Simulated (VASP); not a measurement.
Os, 2 atoms in the cell. Symmetry: Fd-3m, No. 227, cubic system. Conventional cell: a = 5.581 Å, b = 5.581 Å, c = 5.581 Å, α = 90.00°, β = 90.00°, γ = 90.00°. Within 3.2 Å of Os (site symmetry -43m) lie 4 Os at 2.42 Å. This isn't the form of Os at room conditions, which is hcp.

| Quantity | Value |
| --- | --- |
| Program | VASP 6.6.1 |
| Task | single point |
| Functional | RPBE |
| Potentials or basis | VASP PAW PBE potentials, release 64 (Os) |
| Cutoff | 520 eV |
| k mesh | 16 × 16 × 16 |
| Occupations | fermi-dirac, width 0.1 eV |
| Spin | no spin polarisation |
| Dipole correction | no |
| Further INCAR settings | ALGO = Normal; EDIFF = 1e-07; NBANDS = 15 |

Potentials or basis: VASP PAW PBE potentials, release 64 (Os).

Run with:

```bash
$ cat potpaw_PBE.64/Os/POTCAR > POTCAR
$ mpirun -np 1 vasp_std > vasp.out
```

Hardware: 1 thread of Intel(R) Xeon(R) 6975P-C (Granite Rapids), on a shared host.

Question: Estimate the wall time of this run.

Answer: It took 39 s on 1 thread of Intel(R) Xeon(R) 6975P-C (Granite Rapids) (shared host), peak memory 0.22 GiB. Counts: scf iterations 13, k points 145.
